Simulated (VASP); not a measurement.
# Mg in VASP: notebook

The runs below take Mg through single point, with r2SCAN.

All numbers are computed with VASP 6.6.1; they aren't measurements. Logs are shortened: lines on timing, memory, paths and dates and some standing lists are left out, and cuts for length are marked.

### 1 The cell of the first run

The cell holds a wire or tube with vacuum around it, 2 atoms: a = 10.200 Å, b = 9.300 Å, c = 6.118 Å, α = 90.00°, β = 90.00°, γ = 90.00°.

### 2 Single point, r2SCAN, collinear spin

Contents of POSCAR:

```
Mg
1.0
   10.2000000000      0.0000000000      0.0000000000
    0.0000000000      9.3000000000      0.0000000000
    0.0000000000      0.0000000000      6.1177477910
Mg
2
Direct
    0.5002160200      0.5000000000      0.0000000000
    0.4997839800      0.5000000000      0.5000000000
```

Contents of INCAR.step1:

```
ALGO = Normal ; EDIFF = 1E-4
ENCUT = 520 ; GGA = PE
ISMEAR = 0 ; ISPIN = 2
LASPH = T ; LCHARG = F
LREAL = F ; LWAVE = T
MAGMOM = 0.5 0.5 ; NBANDS = 13
NELM = 150 ; PREC = Accurate
SIGMA = 0.05
```

Contents of INCAR.step2:

```
ALGO = Normal ; EDIFF = 1E-7
ENCUT = 520 ; ISIF = 2
ISMEAR = 0 ; ISPIN = 2
ISTART = 1 ; LASPH = T
LCHARG = F ; LMIXTAU = T
LORBIT = 11 ; LREAL = F
LWAVE = F ; MAGMOM = 0.5 0.5
METAGGA = R2SCAN ; NBANDS = 13
NELM = 150 ; PREC = Accurate
SIGMA = 0.05
```

Contents of KPOINTS:

```
k-points
0
Gamma
  1 1 13
```

Potentials or basis: VASP PAW PBE potentials, release 64 (Mg).

Launch:

```sh
$ cat potpaw_PBE.64/Mg/POTCAR > POTCAR
$ cp INCAR.step1 INCAR
$ mpirun -np 1 vasp_std > vasp.out
$ cp INCAR.step2 INCAR
$ mpirun -np 1 vasp_std > vasp.out
```

OUTCAR:

```text
EDIFF = 1E-7
   ENCUT = 520
   ISIF = 2
   ISMEAR = 0
   ISPIN = 2
   ISTART = 1
   LASPH = T
   LORBIT = 11
   LREAL = F
   METAGGA = R2SCAN
   NELM = 150
   PREC = Accurate

 ion  position               nearest neighbor table
   1  0.500  0.500  0.000-   2 3.06   2 3.06
   2  0.500  0.500  0.500-   1 3.06   1 3.06

  LATTYP: Found a simple orthorhombic cell.
 ALAT       =     6.1177477910
 B/A-ratio  =     1.5201672769
 C/A-ratio  =     1.6672802391

  Lattice vectors:

 A1 = (   0.0000000000,   0.0000000000,  -6.1177477910)
 A2 = (   0.0000000000,   9.3000000000,   0.0000000000)
 A3 = (  10.2000000000,   0.0000000000,   0.0000000000)

Analysis of symmetry for initial positions (statically):
=====================================================================
 Subroutine PRICEL returns:
 Original cell was already a primitive cell.

 Routine SETGRP: Setting up the symmetry group for a
 simple orthorhombic supercell.

 Subroutine GETGRP returns: Found  8 space group operations
 (whereof  4 operations were pure point group operations)
 out of a pool of  8 trial point group operations.

The static configuration has the point symmetry C_2v.
 The point group associated with its full space group is D_2h.

Analysis of symmetry for dynamics (positions and initial velocities):
=====================================================================
 Subroutine PRICEL returns:
 Original cell was already a primitive cell.

 Routine SETGRP: Setting up the symmetry group for a
 simple orthorhombic supercell.

 Subroutine GETGRP returns: Found  8 space group operations
 (whereof  4 operations were pure point group operations)
 out of a pool of  8 trial point group operations.

The dynamic configuration has the point symmetry C_2v.
 The point group associated with its full space group is D_2h.

Analysis of structural, dynamic, and magnetic symmetry:
=====================================================================
 Subroutine PRICEL returns:
 Original cell was already a primitive cell.

 Routine SETGRP: Setting up the symmetry group for a
 simple orthorhombic supercell.

 Subroutine GETGRP returns: Found  8 space group operations
 (whereof  4 operations were pure point group operations)
 out of a pool of  8 trial point group operations.

The overall configuration has the point symmetry C_2v.
 The point group associated with its full space group is D_2h.

 Subroutine INISYM returns: Found  8 space group operations
 (whereof  4 operations are pure point group operations),
 and found     1 'primitive' translations

----------------------------------------------------------------------------------------

                                     Primitive cell

  volume of cell :     580.3296

  direct lattice vectors                    reciprocal lattice vectors
    10.200000000  0.000000000  0.000000000     0.098039216  0.000000000  0.000000000
     0.000000000  9.300000000  0.000000000     0.000000000  0.107526882  0.000000000
     0.000000000  0.000000000  6.117747791     0.000000000  0.000000000  0.163458847

  length of vectors
    10.200000000  9.300000000  6.117747791     0.098039216  0.107526882  0.163458847

  position of ions in fractional coordinates (direct lattice)
     0.500216020  0.500000000  0.000000000
     0.499783980  0.500000000  0.500000000

  ion indices of the primitive-cell ions
   primitive index   ion index
                 1           1
                 2           2

----------------------------------------------------------------------------------------

 KPOINTS: k-points

Automatic generation of k-mesh.
 Grid dimensions read from file:
 generate k-points for:    1    1   13

 Generating k-lattice:

  Cartesian coordinates                     Fractional coordinates (reciprocal lattice)
     0.098039216  0.000000000  0.000000000     1.000000000  0.000000000  0.000000000
     0.000000000  0.107526882  0.000000000     0.000000000  1.000000000  0.000000000
     0.000000000  0.000000000  0.012573757     0.000000000  0.000000000  0.076923077

  Length of vectors
[... 29 lines left out ...]
   ISTART =      1    job   : 0-new  1-cont  2-samecut
   ICHARG =      0    charge: 1-file 2-atom 10-const
   ISPIN  =      2    spin polarized calculation?
   LNONCOLLINEAR =      F non collinear calculations
   LSORBIT =      F    spin-orbit coupling
   LASPH  =      T    aspherical Exc in radial PAW
   ENCUT  =  520.0 eV  38.22 Ry    6.18 a.u.  18.97 17.29 11.37*2*pi/ulx,y,z
   NELM   =    150;   NELMIN=  2; NELMDL=  0     # of ELM steps
   EDIFF  = 0.1E-06   stopping-criterion for ELM
   LREAL  =      F    real-space projection
   EDIFFG = 0.1E-05   stopping-criterion for IOM
   NSW    =      0    number of steps for IOM
   IBRION =     -1    ionic relax: 0-MD 1-quasi-New 2-CG
   NFREE  =      0    steps in history (QN), initial steepest desc. (CG)
   ISIF   =      2    stress and relaxation
   ISYM   =      2    0-nonsym 1-usesym 2-fastsym
   POTIM  = 0.5000    time-step for ionic-motion
   TEBEG  =    0.0;   TEEND  =   0.0 temperature during run
   PSTRESS=    0.0 pullay stress
   NELECT =       4.0000    total number of electrons
   NUPDOWN=      -1.0000    fix difference up-down
   EMIN   =  10.00;   EMAX   =-10.00  energy-range for DOS
   EFERMI =   0.00;   METHOD = LEGACY
   ISMEAR =     0;   SIGMA  =   0.05  broadening in eV -4-tet -1-fermi 0-gaus
   EFERMI_NEDOS =   21; number of points for ismear=-14 and -15
   IALGO  =     38    algorithm
   IMIX   =      4    mixing-type and parameters
     AMIX     =   0.40;   BMIX     =  1.00
     AMIX_MAG =   1.60;   BMIX_MAG =  1.00
  volume/ion in A,a.u.               =     290.16      1958.13
  Fermi-wavevector in a.u.,A,eV,Ry     =   0.311556  0.588756  1.320682  0.097067
  Thomas-Fermi vector in A             =   1.190206
   LORBIT       =     11    0 simple, 1 ext, 2 COOP (PROOUT), +10 PAW based schemes
   METAGGA = R2SCAN    functional components
   LHFCALC =     F    Hartree Fock is set to
   AEXX    =    0.0000 exact exchange contribution
   IVDW    =     0    specifies the selected vdW correction
   LEPSILON=     F    determine dielectric tensor
   LRPA    =     F    only Hartree local field effects (RPA)
 spin polarized calculation
 Gauss-broadening in eV      SIGMA  =   0.05
  energy-cutoff  :      520.00
  volume of cell :      580.33
 maximum number of plane-waves:     15665
 NGX is ok and might be reduce to    80

 number of electron       4.0000000 magnetization       0.0001066

 number of electron       4.0000000 magnetization      -0.0000482

 Free energy of the ion-electron system (eV)
  ---------------------------------------------------
  ext. energy  EPLUGINS =         0.00000000
  ---------------------------------------------------
  free energy    TOTEN  =        -5.46349993 eV

  energy without entropy =       -5.46349923  energy(sigma->0) =       -5.46349958

 E-fermi :  -1.7576     XC(G=0):  -1.7645

 val. band max:       -1.9053188668   @ k =   0.0000   0.0000   0.0000
 cond. band min:      -1.6093318558   @ k =   0.0000   0.0000   0.0000
 fundamental gap:      0.2959870110
 Fermi energy:        -1.7576148071

 spin component 1

 k-point     1 :       0.0000    0.0000    0.0000
  band No.  band energies     occupation
      1      -5.6770      1.00000
      2      -1.9053      0.99999
      3      -1.6093      0.00001
      4      -1.5779      0.00000
      5      -0.9547      0.00000
      6       0.2024      0.00000
      7       0.9996      0.00000
      8       1.9937      0.00000
      9       2.0748      0.00000
     10       2.3134      0.00000
     11       2.3557      0.00000
     12       2.3841      0.00000
     13       2.4500      0.00000
[... 81 lines left out ...]
 k-point     7 :       0.0000    0.0000    0.4615
  band No.  band energies     occupation
      1      -4.7646      1.00000
      2      -4.4387      1.00000
      3      -0.7160      0.00000
      4      -0.6843      0.00000
      5      -0.3937      0.00000
      6      -0.3619      0.00000
      7       1.0486      0.00000
      8       1.3408      0.00000
      9       1.8739      0.00000
     10       2.1887      0.00000
     11       2.8895      0.00000
     12       2.9301      0.00000
     13       2.9754      0.00000
 Fermi energy:        -1.7576148071

 spin component 2

 k-point     1 :       0.0000    0.0000    0.0000
  band No.  band energies     occupation
      1      -5.6770      1.00000
      2      -1.9054      0.99999
      3      -1.6091      0.00001
      4      -1.5776      0.00000
      5      -0.9546      0.00000
      6       0.2014      0.00000
      7       0.9981      0.00000
      8       1.9950      0.00000
      9       2.0753      0.00000
     10       2.3152      0.00000
     11       2.3559      0.00000
     12       2.3842      0.00000
     13       2.4550      0.00000
[... 82 lines left out ...]
  band No.  band energies     occupation
      1      -4.7646      1.00000
      2      -4.4387      1.00000
      3      -0.7158      0.00000
      4      -0.6840      0.00000
      5      -0.3935      0.00000
      6      -0.3616      0.00000
      7       1.0487      0.00000
      8       1.3413      0.00000
      9       1.8740      0.00000
     10       2.1893      0.00000
     11       2.8908      0.00000
     12       2.9319      0.00000
     13       2.9763      0.00000

------------------------ aborting loop because EDIFF is reached ----------------------------------------

  FORCE on cell =-STRESS in cart. coord.  units (eV):
  Direction    XX          YY          ZZ          XY          YZ          ZX
  --------------------------------------------------------------------------------------
  -------------------------------------------------------------------------------------
  Total       -0.0244326     -0.0710578     -0.0729255      0.0000000      0.0000000      0.0000000
  in kB       -0.0674536     -0.1961769     -0.2013333      0.0000000      0.0000000      0.0000000
  external PRESSURE =      -0.1549879 kB  Pullay stress =       0.0000000 kB

 VOLUME and BASIS-vectors are now :
 -----------------------------------------------------------------------------
  energy-cutoff  :      520.00
  volume of cell :      580.33
      direct lattice vectors                 reciprocal lattice vectors
    10.200000000  0.000000000  0.000000000     0.098039216  0.000000000  0.000000000
     0.000000000  9.300000000  0.000000000     0.000000000  0.107526882  0.000000000
     0.000000000  0.000000000  6.117747791     0.000000000  0.000000000  0.163458847

 POSITION                                       TOTAL-FORCE (eV/Angst)
 -----------------------------------------------------------------------------------
      5.10220      4.65000      0.00000        -0.002324      0.000000      0.000000
      5.09780      4.65000      3.05887         0.002324      0.000000      0.000000
 -----------------------------------------------------------------------------------
    total drift:                                0.000000      0.000000      0.000000

  FREE ENERGIE OF THE ION-ELECTRON SYSTEM (eV)
  ---------------------------------------------------
  free  energy   TOTEN  =        -5.4634999337 eV

  energy  without entropy=       -5.4634992255  energy(sigma->0) =       -5.46349958

 total charge

# of ion       s       p       d       tot
------------------------------------------
    1        0.267   0.067   0.001   0.335
    2        0.267   0.067   0.001   0.335
--------------------------------------------------
tot          0.534   0.134   0.002   0.670

 magnetization (x)

# of ion       s       p       d       tot
------------------------------------------
    1        0.000  -0.000  -0.000   0.000
    2        0.000  -0.000  -0.000   0.000
--------------------------------------------------
tot          0.000  -0.000  -0.000   0.000
```

Wall time 10 min (1 thread of AMD EPYC 9R45 (Zen 5), shared host); peak memory 0.98 GiB.

What came out:

```
Free energy                                           : -5.4635 eV
Net moment                                            : 0.00 μB per cell
Valence electrons inside the program's atomic spheres : Mg 0.34
```

Forces on the atoms (eV/Å):
```
Mg  -0.002  0.000  0.000
Mg   0.002  0.000  0.000
```

Caveat: the PAW data sets were made with another functional, which shifts forces and pressure a little.

### 3 Single point, r2SCAN, collinear spin

This run uses another cell than the first one: it holds 4 atoms, not 2.

Contents of POSCAR:

```
Mg
1.0
   11.9000000000      0.0000000000      0.0000000000
    0.0000000000      9.3000000000      0.0000000000
    0.0000000000      0.0000000000      5.5456604980
Mg
4
Direct
    0.3776692537      0.5000000000      0.0000000000
    0.3776692537      0.5000000000      0.5000000000
    0.6223307463      0.5000000000      0.0000000000
    0.6223307463      0.5000000000      0.5000000000
```

Contents of INCAR.step1:

```
SYSTEM = Mg
ALGO     = Normal         ! electronic algorithm
EDIFF    = 1E-4           ! SCF threshold, eV
ENCUT    = 520            ! plane-wave cutoff, eV
GGA      = PE             ! functional
ISMEAR   = 0              ! smearing method
ISPIN    = 2              ! spin polarisation
LASPH    = .TRUE.         ! aspherical terms in the spheres
LCHARG   = .FALSE.        ! write CHGCAR
LREAL    = .FALSE.        ! projectors in reciprocal space
LWAVE    = .TRUE.         ! write WAVECAR
MAGMOM   = 0.5 0.5 0.5 0.5 ! initial moments
NBANDS   = 16             ! bands
NELM     = 150            ! most SCF steps
PREC     = Accurate       ! precision mode
SIGMA    = 0.05           ! smearing width, eV
```

Contents of INCAR.step2:

```
SYSTEM = Mg
ALGO     = Normal         ! electronic algorithm
EDIFF    = 1E-7           ! SCF threshold, eV
ENCUT    = 520            ! plane-wave cutoff, eV
ISIF     = 2              ! what is computed and relaxed
ISMEAR   = 0              ! smearing method
ISPIN    = 2              ! spin polarisation
ISTART   = 1            
LASPH    = .TRUE.         ! aspherical terms in the spheres
LCHARG   = .FALSE.        ! write CHGCAR
LMIXTAU  = .TRUE.       
LORBIT   = 11             ! projections on sites
LREAL    = .FALSE.        ! projectors in reciprocal space
LWAVE    = .FALSE.        ! write WAVECAR
MAGMOM   = 0.5 0.5 0.5 0.5 ! initial moments
METAGGA  = R2SCAN         ! meta-GGA
NBANDS   = 16             ! bands
NELM     = 150            ! most SCF steps
PREC     = Accurate       ! precision mode
SIGMA    = 0.05           ! smearing width, eV
```

Contents of KPOINTS:

```
k-points
0
G
  1 1 12
  0 0 0
```

Potentials or basis: VASP PAW PBE potentials, release 64 (Mg).

Launch:

```sh
$ cat potpaw_PBE.64/Mg/POTCAR > POTCAR
$ cp INCAR.step1 INCAR
$ mpirun -np 1 vasp_std > vasp.out
$ cp INCAR.step2 INCAR
$ mpirun -np 1 vasp_std > vasp.out
```

Run time: 8.5 min. Hardware: 1 thread of AMD EPYC 9R45 (Zen 5), shared host; peak memory 0.92 GiB.

It converged, with:

```yaml
Free_energy: -11.5645 eV
Largest_force: 0.214 eV/Å
Net_moment: 1.17 μB per cell
Site_moments: Mg +0.02 μB
Valence_electrons_inside_the_program's_atomic_spheres: Mg 0.36
```

Forces on the atoms (eV/Å):
```
Mg  -0.214  0.000  0.000
Mg  -0.214  0.000  0.000
Mg   0.214  0.000  0.000
Mg   0.214  0.000  0.000
```

Levels at points of the mesh, in eV from the Fermi level:
Spin up:
| k point | band 2 | band 3 | band 4 | band 5 | band 6 | band 7 | band 8 | band 9 |
| --- | --- | --- | --- | --- | --- | --- | --- | --- |
| (0.00, 0.00, 0.00) | -2.86 | -0.52 | -0.40 | -0.26 | 0.57 | 1.38 | 1.38 | 2.79 |
| (0.00, 0.00, 0.50) | -3.74 | -1.58 | -1.58 | 0.78 | 0.78 | 1.00 | 1.00 | 2.67 |
Spin down:
| k point | band 1 | band 2 | band 3 | band 4 | band 5 | band 6 |
| --- | --- | --- | --- | --- | --- | --- |
| (0.00, 0.00, 0.00) | -4.64 | -2.52 | -0.29 | 0.20 | 0.27 | 1.12 |
| (0.00, 0.00, 0.50) | -3.37 | -3.37 | -1.26 | -1.26 | 1.44 | 1.44 |

Caveat: the PAW data sets were made with another functional, which shifts forces and pressure a little.

### 4 Single point, r2SCAN, collinear spin

This run uses another cell than the first one: it holds 4 atoms, not 2.

Contents of POSCAR:

```
Mg
1.0
   11.9000000000      0.0000000000      0.0000000000
    0.0000000000      9.3000000000      0.0000000000
    0.0000000000      0.0000000000      5.8452146671
Mg
4
Direct
    0.3680237083      0.5000000000      0.0000000000
    0.3680237083      0.5000000000      0.5000000000
    0.6319762917      0.5000000000      0.0000000000
    0.6319762917      0.5000000000      0.5000000000
```

Contents of INCAR.step1:

```
SYSTEM = Mg
ALGO = Normal
EDIFF = 1E-4
ENCUT = 520
GGA = PE
ISMEAR = 0
ISPIN = 2
LASPH = .True.
LCHARG = .False.
LREAL = .False.
LWAVE = .True.
MAGMOM = 0.5 0.5 0.5 0.5
NBANDS = 16
NELM = 150
PREC = Accurate
SIGMA = 0.05
```

Contents of INCAR.step2:

```
SYSTEM = Mg
ALGO = Normal
EDIFF = 1E-7
ENCUT = 520
ISIF = 2
ISMEAR = 0
ISPIN = 2
ISTART = 1
LASPH = .True.
LCHARG = .False.
LMIXTAU = .True.
LORBIT = 11
LREAL = .False.
LWAVE = .False.
MAGMOM = 0.5 0.5 0.5 0.5
METAGGA = R2SCAN
NBANDS = 16
NELM = 150
PREC = Accurate
SIGMA = 0.05
```

Contents of KPOINTS:

```
k-points
0
Gamma
  1 1 12
  0 0 0
```

Launch:

```sh
$ cat potpaw_PBE.64/Mg/POTCAR > POTCAR
$ cp INCAR.step1 INCAR
$ mpirun -np 1 vasp_std > vasp.out
$ cp INCAR.step2 INCAR
$ mpirun -np 1 vasp_std > vasp.out
```

It took 9.9 min on 1 thread of AMD EPYC 9R45 (Zen 5), shared host; peak memory 0.99 GiB.

The run converged. Its results:

```yaml
Free_energy: -11.6902 eV
Largest_force: 0.006 eV/Å
Net_moment: 0.83 μB per cell
Valence_electrons_inside_the_program's_atomic_spheres: Mg 0.34
```

Forces in eV/Å, atoms in the order of the input:
```
Mg   0.006  0.000  0.000
Mg   0.006  0.000  0.000
Mg  -0.006  0.000  0.000
Mg  -0.006  0.000  0.000
```

Levels at points of the mesh, in eV from the Fermi level:
Spin up:
```
           k point  band 2  band 3  band 4  band 5  band 6  band 7
(0.00, 0.00, 0.00)   -2.79   -0.30   -0.21   -0.21    0.26    1.18
(0.00, 0.00, 0.50)   -3.48   -1.62   -1.62    0.93    0.93    0.96
```
Spin down:
| k point | band 1 | band 2 | band 3 | band 4 | band 5 | band 6 | band 7 | band 8 | band 9 |
| --- | --- | --- | --- | --- | --- | --- | --- | --- | --- |
| (0.00, 0.00, 0.00) | -4.34 | -2.60 | -0.29 | 0.27 | 0.28 | 0.74 | 1.15 | 1.68 | 2.86 |
| (0.00, 0.00, 0.50) | -3.19 | -3.19 | -1.45 | -1.45 | 1.39 | 1.39 | 1.39 | 1.39 | 2.81 |

Caveat: a moment this small can come from the mesh or the smearing; the PAW data sets were made with another functional, which shifts forces and pressure a little.

### 5 Summary

| cell | k mesh | moment (μB) | largest force (eV/Å) |
| --- | --- | --- | --- |
| a = 10.200, b = 9.300, c = 6.118 Å, 2 atoms, atomic positions A | 1 × 1 × 13 | 0.00 | - |
| a = 11.900, b = 9.300, c = 5.546 Å, 4 atoms, atomic positions B | 1 × 1 × 12 | 1.17 | 0.21 |
| a = 11.900, b = 9.300, c = 5.845 Å, 4 atoms, atomic positions C | 1 × 1 × 12 | 0.83 | 0.01 |

Alike in all rows: task single point; level r2SCAN; potentials or basis VASP PAW PBE potentials, release 64 (Mg); spin collinear; cutoff (eV) 520; smearing gaussian 0.05 eV.

Caveats: the PAW data sets were made with another functional, which shifts forces and pressure a little; a moment this small can come from the mesh or the smearing (at least some runs).

Total energies depend on the potentials used, so only differences within one code and one set of settings carry meaning.
